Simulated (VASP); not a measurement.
Runs of VASP 6.6.1 on Pt. The structure is that of space group P6_3/mmc (No. 194), or close to it. The cells are those of the table. This isn't the form of Pt at room conditions, which is fcc.

```tsv
cell	gap on the mesh (eV)	pressure (GPa)
a = 2.725, b = 2.725, c = 4.362 Å, angles 90.0, 90.0, 120.0°, 2 atoms	none	(b)
a = 2.725, b = 2.725, c = 5.052 Å, angles 90.0, 90.0, 120.0°, 2 atoms	none	-14.0
a = 2.725, b = 2.725, c = 5.225 Å, angles 90.0, 90.0, 120.0°, 2 atoms	none	(a)
a = 2.725, b = 2.725, c = 4.880 Å, angles 90.0, 90.0, 120.0°, 2 atoms	none	-8.4
a = 2.725, b = 2.725, c = 4.189 Å, angles 90.0, 90.0, 120.0°, 2 atoms	none	46.6
a = 2.725, b = 2.725, c = 4.534 Å, angles 90.0, 90.0, 120.0°, 2 atoms	none	11.0
```

Alike in all rows: task single point; level PBEsol; potentials or basis VASP PAW PBE potentials, release 64 (Pt); no spin polarisation; k mesh 18 × 18 × 10; cutoff (eV) 520; smearing gaussian 0.15 eV.

Fill in the values left out.

(a) -17.8; (b) 26.2.

Caveats: the PAW data sets were made with another functional, which shifts forces and pressure a little; spin-orbit coupling is left out, which moves the levels of the heavy elements; the stress differs along the axes, from 21 to 36 GPa (at least some runs); the stress differs along the axes, from -21 to -11 GPa (at least some runs); the stress differs along the axes, from -26 to -14 GPa (at least some runs); the stress differs along the axes, from -13 to -6 GPa (at least some runs); the stress differs along the axes, from 39 to 61 GPa (at least some runs).

A k mesh can miss the band edges, and the runs leave out spin-orbit coupling on Pt.

A gap of «none» marks levels without a gap at the run's occupations.
